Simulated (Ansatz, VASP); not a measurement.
Two plane-wave programs on Pd

INCAR

```
ALGO     = Normal         # electronic algorithm
EDIFF    = 1E-7           # SCF threshold, eV
EDIFFG   = -0.003         # ionic threshold
ENCUT    = 500            # plane-wave cutoff, eV
GGA      = PE             # functional
GGA_COMPAT= False        
IBRION   = 2              # ionic algorithm
ISIF     = 3              # what is computed and relaxed
ISMEAR   = 0              # smearing method
LASPH    = True           # aspherical terms in the spheres
LCHARG   = False          # write CHGCAR
LREAL    = False          # projectors in reciprocal space
LWAVE    = False          # write WAVECAR
NELM     = 120            # most SCF steps
NELMIN   = 4            
NSW      = 80             # ionic steps
PREC     = Accurate       # precision mode
SIGMA    = 0.1            # smearing width, eV
```

KPOINTS

```
k-points
0
Gamma
  12 12 12
```

File POSCAR:

```
Pd
1.0
    0.0000000000      1.9500000000      1.9500000000
    1.9500000000      0.0000000000      1.9500000000
    1.9500000000      1.9500000000      0.0000000000
Pd
1
Direct
    0.0000000000      0.0000000000      0.0000000000
```

Input for Ansatz:

```yaml
crystal:
  lattice:
    - [0.0, 1.95, 1.95]
    - [1.95, 0.0, 1.95]
    - [1.95, 1.95, 0.0]
  atoms:
    - { symbol: Pd, position: [0.0, 0.0, 0.0] }
scf:
  occupations: { method: gaussian, width: 0.1 }
output:
  forces: true
  stress: true
  eigenvalues: true
  write_density: true
  write_potential: true
  elf: true
  volumetric_format: npy
hamiltonian:
  xc: pbe
kpoints:
  mp_grid: { grid: [12, 12, 12] }
relax:
  f_tol: 0.003
  cell: { stress_tol: 0.05 }
```

Alike in both runs: task relaxation of cell and atoms; functional PBE; k mesh 12 × 12 × 12; occupations gaussian, width 0.1 eV; no spin polarisation.

|  | VASP | Ansatz |
| --- | --- | --- |
| version | VASP 6.6.1 | Ansatz 0.2.0 |
| potentials or method | VASP PAW PBE potentials, release 64 (Pd) | scalar-relativistic, plane waves, PAW |
| plane-wave cutoff (eV) | 500 | 420 |
| valence electrons in the cell | 10 | 18 |

```csv
,VASP,Ansatz,Ansatz less VASP
"gap on the k mesh at the Fermi level, each at its own relaxed structure (eV)",none,none,-
relaxed volume (Å³/atom),15.29,15.31,+0.017
relaxed cell length with the largest relative difference (Å),2.786,2.787,+0.0010
```

A gap of «none» marks a metal or a gap that the smearing closes. VASP's potentials hold 10 valence electrons a cell and Ansatz's 18, so a difference there can come from the potentials and not from the codes.
